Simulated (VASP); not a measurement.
# LiF (Fm-3m) in VASP: a series of runs, part 2 of 2

VASP 6.6.1. The steps go on from the part before.

### Step 3. G0W0 quasiparticle levels, PBE

POSCAR reads:

```
LiF
1.0
    0.0000000000      1.9948717375      1.9948717375
    1.9948717375      0.0000000000      1.9948717375
    1.9948717375      1.9948717375      0.0000000000
Li F
1 1
Direct
    0.0000000000      0.0000000000      0.0000000000
    0.5000000000      0.5000000000      0.5000000000
```

INCAR.step1 reads:

```
PREC     = Accurate       # precision mode
ENCUT    = 500            # plane-wave cutoff, eV
EDIFF    = 1E-8           # SCF threshold, eV
ISMEAR   = 0              # smearing method
SIGMA    = 0.01           # smearing width, eV
LREAL    = F              # projectors in reciprocal space
LASPH    = T              # aspherical terms in the spheres
NELM     = 60             # most SCF steps
ALGO     = Normal         # electronic algorithm
LWAVE    = T              # write WAVECAR
LCHARG   = F              # write CHGCAR
GGA      = PE             # functional
```

INCAR.step2 reads:

```
PREC     = Accurate       # precision mode
ENCUT    = 500            # plane-wave cutoff, eV
EDIFF    = 1E-8           # SCF threshold, eV
ISMEAR   = 0              # smearing method
SIGMA    = 0.01           # smearing width, eV
LREAL    = F              # projectors in reciprocal space
LASPH    = T              # aspherical terms in the spheres
NELM     = 1              # most SCF steps
ALGO     = Exact          # electronic algorithm
LWAVE    = T              # write WAVECAR
LCHARG   = F              # write CHGCAR
GGA      = PE             # functional
NBANDS   = 91             # bands
LOPTICS  = T              # frequency-dependent dielectric function
ISTART   = 1
```

INCAR.step3 reads:

```
PREC     = Accurate       # precision mode
ENCUT    = 500            # plane-wave cutoff, eV
EDIFF    = 1E-8           # SCF threshold, eV
ISMEAR   = 0              # smearing method
SIGMA    = 0.01           # smearing width, eV
LREAL    = F              # projectors in reciprocal space
LASPH    = T              # aspherical terms in the spheres
ALGO     = EVGW0          # electronic algorithm
LWAVE    = F              # write WAVECAR
LCHARG   = F              # write CHGCAR
GGA      = PE             # functional
NELMGW   = 1            
NBANDS   = 91             # bands
ENCUTGW  = 180.0          # cutoff of the response function
NOMEGA   = 48             # frequency points
PRECFOCK = Fast         
ISTART   = 1            
NBANDSGW = 12
```

KPOINTS reads:

```
Automatic mesh
0
Gamma
  8 8 8
```

Potentials or basis: VASP PAW PBE potentials, release 64 (Li_GW, F_GW).

Command:

```console
$ cat potpaw_PBE.64/Li_GW/POTCAR potpaw_PBE.64/F_GW/POTCAR > POTCAR
$ cp INCAR.step1 INCAR
$ mpirun -np 1 vasp_std > vasp.out
$ cp INCAR.step2 INCAR
$ mpirun -np 1 vasp_std > vasp.out
$ cp INCAR.step3 INCAR
$ mpirun -np 1 vasp_std > vasp.out
```

OUTCAR:

```text
PREC = Accurate
   ENCUT = 500
   EDIFF = 1E-8
   ISMEAR = 0
   LREAL = F
   LASPH = T
   GGA = PE
   NELMGW = 1
   ENCUTGW = 180.0
   PRECFOCK = Fast
   ISTART = 1

 ion  position               nearest neighbor table
   1  0.000  0.000  0.000-   2 1.99   2 1.99   2 1.99   2 1.99   2 1.99   2 1.99
   2  0.500  0.500  0.500-   1 1.99   1 1.99   1 1.99   1 1.99   1 1.99   1 1.99

  LATTYP: Found a face centered cubic cell.
 ALAT       =     3.9897434750

  Lattice vectors:

 A1 = (   0.0000000000,   1.9948717375,   1.9948717375)
 A2 = (   1.9948717375,   0.0000000000,   1.9948717375)
 A3 = (   1.9948717375,   1.9948717375,   0.0000000000)

Analysis of symmetry for initial positions (statically):
=====================================================================
 Subroutine PRICEL returns:
 Original cell was already a primitive cell.

 Routine SETGRP: Setting up the symmetry group for a
 face centered cubic supercell.

 Subroutine GETGRP returns: Found 48 space group operations
 (whereof 48 operations were pure point group operations)
 out of a pool of 48 trial point group operations.

The static configuration has the point symmetry O_h .

Analysis of symmetry for dynamics (positions and initial velocities):
=====================================================================
 Subroutine PRICEL returns:
 Original cell was already a primitive cell.

 Routine SETGRP: Setting up the symmetry group for a
 face centered cubic supercell.
[... 121 lines left out ...]
   EFERMI_NEDOS =   21; number of points for ismear=-14 and -15
   IALGO  =     38    algorithm
   IMIX   =      4    mixing-type and parameters
     AMIX     =   0.40;   BMIX     =  1.00
     AMIX_MAG =   1.60;   BMIX_MAG =  1.00
  volume/ion in A,a.u.               =       7.94        53.57
  Fermi-wavevector in a.u.,A,eV,Ry     =   1.302706  2.461758 23.089682  1.697044
  Thomas-Fermi vector in A             =   2.433757
   LORBIT       =      0    0 simple, 1 ext, 2 COOP (PROOUT), +10 PAW based schemes
   GGA     = PE    functional components
   LHFCALC =     T    Hartree Fock is set to
   PRECFOCK=fast      Normal, Fast or Accurate (Low or Medium for compatibility)
   ENCUT4O =  -1.0   cutoff for four orbital integrals eV
   NKREDX  =     1    reduce k-point grid by
   NKREDY  =     1    reduce k-point grid by
   NKREDZ  =     1    reduce k-point grid by
   AEXX    =    1.0000 exact exchange contribution
   HFSCREEN=    0.0000 screening length (either q_TF or 0.3 A-1)
   HFSCREENC=   0.0000 screening length for correlation (either q_TF or 0.3 A-1)
   ENCUTFOCK=  -1.0 apply spherical cutoff to Coloumb kernel
   IVDW    =     0    specifies the selected vdW correction
   LEPSILON=     F    determine dielectric tensor
   LRPA    =     F    only Hartree local field effects (RPA)
   LRPAFORCE           =     F    calculate RPA forces
   ENCUTGW             = 180.0    cutoff for response function in eV
   ENCUTGWSOFT         = 144.0    soft cutoff for Coulomb kernel in GW response function in eV
   ENCUTLF             =  -1.0    cutoff for local field effects
   NELMGW              =     1    number of iterations in solving QP/BSE equation
   NELMHF              =     1    number of iterations in the inner HF iteration
   NKREDLFX            =     1    NKREDLFY  =   1   NKREDLFZ  =   1
 non-spin polarized calculation
 Gauss-broadening in eV      SIGMA  =   0.01
  energy-cutoff  :      500.00
  volume of cell :       15.88
 maximum number of plane-waves:       415
 NGX is ok and might be reduce to    24
  NGX = 14; NGY = 14; NGZ = 14
   NGX = 11   NGY = 11   NGZ = 11
 maximum number of plane-waves:        92
 NGX is ok and might be reduce to    14

 QP shifts <psi_nk| G(iteration)W_0 |psi_nk>: iteration 1
 for sc-GW calculations column KS-energies equals QP-energies in previous step
 and V_xc(KS)=  KS-energies - (<T + V_ion + V_H > + <T+V_H+V_ion>^1  + <V_x>^1)

 k-point   1 :       0.0000    0.0000    0.0000
  band No.  KS-energies  QP-energies   sigma(KS)   V_xc(KS)     V^pw_x(r,r')   Z            occupation Imag(sigma)

      1     -23.2013     -27.4891     -27.8194     -22.2939     -36.5066       0.7760       2.0000       1.0694
      2      -3.0932      -5.7923     -26.2382     -22.9322     -30.7296       0.8164       2.0000       0.1023
      3      -3.0932      -5.7923     -26.2382     -22.9322     -30.7296       0.8164       2.0000       0.1023
      4      -3.0932      -5.7923     -26.2382     -22.9322     -30.7296       0.8164       2.0000       0.1023
      5       6.2174       7.9213      -8.5845     -10.5129      -5.5317       0.8836       0.0000      -0.0562
      6      21.2304      23.7718      -5.5391      -8.5003      -1.5853       0.8582       0.0000      -0.1328
      7      21.2304      23.7718      -5.5391      -8.5003      -1.5853       0.8582       0.0000      -0.1328
      8      21.2304      23.7718      -5.5391      -8.5003      -1.5853       0.8582       0.0000      -0.1328
      9      21.5198      23.2351      -6.5091      -8.4852      -2.6632       0.8680       0.0000      -0.1516
     10      21.5198      23.2351      -6.5091      -8.4852      -2.6632       0.8680       0.0000      -0.1516
     11      21.5198      23.2351      -6.5091      -8.4852      -2.6632       0.8680       0.0000      -0.1516
     12      24.7227      25.6704      -5.5947      -6.7085      -1.0960       0.8509       0.0000      -0.5289
[... 356 lines left out ...]
      1     -22.5706     -26.6604     -28.5777     -23.1077     -37.2273       0.7477       2.0000       0.9502
      2      -5.5277      -8.6906     -23.2542     -19.3316     -27.5942       0.8063       2.0000       0.1137
      3      -4.3866      -7.3251     -24.4493     -20.8297     -28.8052       0.8118       2.0000       0.1073
      4      -3.6070      -6.4195     -25.6898     -22.2323     -30.1617       0.8135       2.0000       0.1051
      5       9.6124      11.6115      -8.4240     -10.7096      -5.2835       0.8746       0.0000      -0.0542
      6      12.9014      15.2677      -9.8625     -12.6090      -6.5411       0.8616       0.0000      -0.0640
      7      16.1194      18.4725      -6.4596      -9.1501      -2.8956       0.8746       0.0000      -0.0718
      8      16.3809      18.6275      -7.2087      -9.8012      -3.6090       0.8666       0.0000      -0.0718
      9      24.9697      26.8067      -6.7887      -8.9165      -2.4990       0.8633       0.0000      -0.3859
     10      26.0920      27.9124      -6.3098      -8.4533      -1.9597       0.8492       0.0000      -0.3824
     11      31.7663      34.0241      -6.8935      -9.3669      -2.3092       0.9128       0.0000      -0.9234
     12      33.9427      36.9083      -8.0078     -11.2909      -3.4584       0.9033       0.0000      -0.9330

 [... further k-points ...]
```

OUTCAR.step2:

```text
PREC = Accurate
   ENCUT = 500
   EDIFF = 1E-8
   ISMEAR = 0
   LREAL = F
[... 1013 lines left out ...]
     0.00000     2.05948     2.05948     2.05948     0.00000     0.00000     0.00000
     2.43324     2.08645     2.08645     2.08645     0.00000     0.00000     0.00000
     4.86648     2.18203     2.18203     2.18203     0.00000     0.00000     0.00000
     7.29972     2.41913     2.41913     2.41913     0.00000     0.00000     0.00000
     9.73296     3.17032     3.17032     3.17032     0.00000     0.00000     0.00000
    12.16620     0.21301     0.21301     0.21301    -0.00000    -0.00000    -0.00000
[... 92 lines left out ...]
   238.45755     0.98828     0.98828     0.98828    -0.00000    -0.00000    -0.00000
   240.89079     0.98855     0.98855     0.98855    -0.00000    -0.00000    -0.00000
```

Wall time 6.8 min (1 thread of Intel Xeon 6975P-C (Granite Rapids), shared host); peak memory 0.73 GiB.

What came out:

| Quantity | Value |
| --- | --- |
| Band gap on the k mesh, mean-field level | 9.31 eV, direct |
| Quasiparticle gap | 13.71 eV |
| Least direct quasiparticle gap | 13.71 eV |

Caveat: bands, screening cutoff and mesh are small and nothing is extrapolated, so the quasiparticle values aren't converged. A k mesh can miss the band edges.
